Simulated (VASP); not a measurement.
Input of a VASP 6.6.1 run:

Contents of INCAR:

```
SYSTEM = Zn
ALGO = Normal
EDIFF = 1E-7
ENCUT = 520
GGA = PS
ISIF = 2
ISMEAR = -1
LASPH = .True.
LCHARG = .False.
LREAL = .False.
LWAVE = .False.
NBANDS = 19
NELM = 100
PREC = Accurate
SIGMA = 0.03
```

The input KPOINTS:

```
k-points
0
Gamma
  16 16 8
  0 0 0
```

Contents of POSCAR:

```
Zn
1.0
    2.6647980532     -0.0266479805     -0.0266479805
   -1.3554768547      2.3211068003     -0.0097538378
   -0.0494670000     -0.0494670000      4.9467000000
Zn
2
Direct
    0.3333333333      0.6666666667      0.2500000000
    0.6666666667      0.3333333333      0.7500000000
```

Potentials or basis: VASP PAW PBE potentials, release 64 (Zn).

Run with:

```bash
$ cat potpaw_PBE.64/Zn/POTCAR > POTCAR
$ mpirun -np 1 vasp_std > vasp.out
```

Q: Estimate the band gap on the k mesh.

A: Zero (band 12 reaches 4.20 eV, above the bottom of band 13 at -0.09 eV).

Q: Predict the pressure.

A: -5.0 GPa.

Q: Predict the largest force.

A: 0.005 eV/Å.

Stress tensor (GPa, compression positive):
```
-5.08  1.60  1.02
 1.60 -5.12  1.06
 1.02  1.06 -4.86
```

Caveat: the cell differs from its parent crystal (equal xy, yz and zx shear strains of -2 %); the PAW data sets were made with another functional, which shifts forces and pressure a little.
